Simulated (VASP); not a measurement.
Runs of VASP 6.6.1 on KCl (Sylvite). The structure is that of space group Fm-3m (No. 225), or close to it. The cells are those of the table. 

| level | potentials or basis | cell | k mesh | cutoff (eV) | smearing | grid for exact exchange (PRECFOCK) | screening parameter | gap on the mesh (eV) | pressure (GPa) |
| --- | --- | --- | --- | --- | --- | --- | --- | --- | --- |
| PBEsol+D4 | VASP PAW PBE potentials, release 64 (K_sv, Cl) | a = 4.450 Å, angles 60.0°, 2 atoms | 6 × 6 × 6 | 520 | methfessel-paxton 0.1 eV | - | - | 5.02 | -0.7 |
| PBEsol | VASP PAW PBE potentials, release 64 (K_sv, Cl) | a = 4.540, b = 4.540, c = 4.450 Å, angles 60.7, 60.7, 58.7°, 2 atoms | 6 × 6 × 6 | 500 | fermi-dirac 0.05 eV | - | - | 4.89 | (a) |
| PBEsol | VASP PAW PBE potentials, release 64 (K_sv, Cl) | a = 4.472, b = 4.472, c = 4.450 Å, angles 60.2, 60.2, 59.7°, 2 atoms | 6 × 6 × 6 | 500 | fermi-dirac 0.05 eV | - | - | 4.99 | -0.5 |
| PBE | VASP PAW PBE potentials, release 64 (K_sv, Cl) | a = 4.450 Å, angles 60.0°, 2 atoms | 6 × 6 × 6 | 520 | fermi-dirac 0.05 eV | - | - | (b) | 0.8 |
| PBEsol | VASP PAW PBE potentials, release 64 (K_sv, Cl) | a = 4.494, b = 4.494, c = 4.450 Å, angles 60.3, 60.3, 59.3°, 2 atoms | 6 × 6 × 6 | 500 | fermi-dirac 0.05 eV | - | - | 4.96 | -0.7 |
| LDA | VASP PAW LDA potentials, release 64 (K_sv, Cl) | a = 4.537 Å, angles 60.0°, 2 atoms | 7 × 7 × 7 | 520 | fermi-dirac 0.05 eV | - | - | 4.56 | -2.6 |
| HSE06 | VASP PAW PBE potentials, release 64 (K_sv, Cl) | a = 4.537 Å, angles 60.0°, 2 atoms | 4 × 4 × 4 | 520 | fermi-dirac 0.05 eV | Normal | 0.2079 1/Å | (c) | -0.5 |
| PBEsol | VASP PAW PBE potentials, release 64 (K_sv, Cl) | a = 4.450 Å, angles 60.0°, 2 atoms | 7 × 7 × 7 | 520 | gaussian 0.1 eV | - | - | 5.02 | -0.4 |
| PBE | VASP PAW PBE potentials, release 64 (K_sv, Cl) | a = 4.420 Å, angles 60.0°, 2 atoms | 7 × 7 × 7 | 520 | fermi-dirac 0.05 eV | - | - | 5.26 | 1.2 |
| LDA | VASP PAW LDA potentials, release 64 (K_sv, Cl) | a = 4.450 Å, angles 60.0°, 2 atoms | 7 × 7 × 7 | 520 | fermi-dirac 0.05 eV | - | - | 4.75 | -1.9 |
| LDA | VASP PAW LDA potentials, release 64 (K_sv, Cl) | a = 4.479 Å, angles 60.0°, 2 atoms | 7 × 7 × 7 | 520 | fermi-dirac 0.05 eV | - | - | 4.68 | -2.2 |
| PBEsol+D4 | VASP PAW PBE potentials, release 64 (K_sv, Cl) | a = 4.383 Å, angles 60.0°, 2 atoms | 7 × 7 × 7 | 520 | fermi-dirac 0.05 eV | - | - | 5.17 | 0.1 |

Alike in all rows: task single point; no spin polarisation.

Question: Fill in the values left out.

Answer: (a) -0.9; (b) 5.19; (c) 6.29.

Caveats: some runs use coarse meshes; the PAW data sets were made with another functional, which shifts forces and pressure a little (some runs).

A k mesh can miss the band edges.
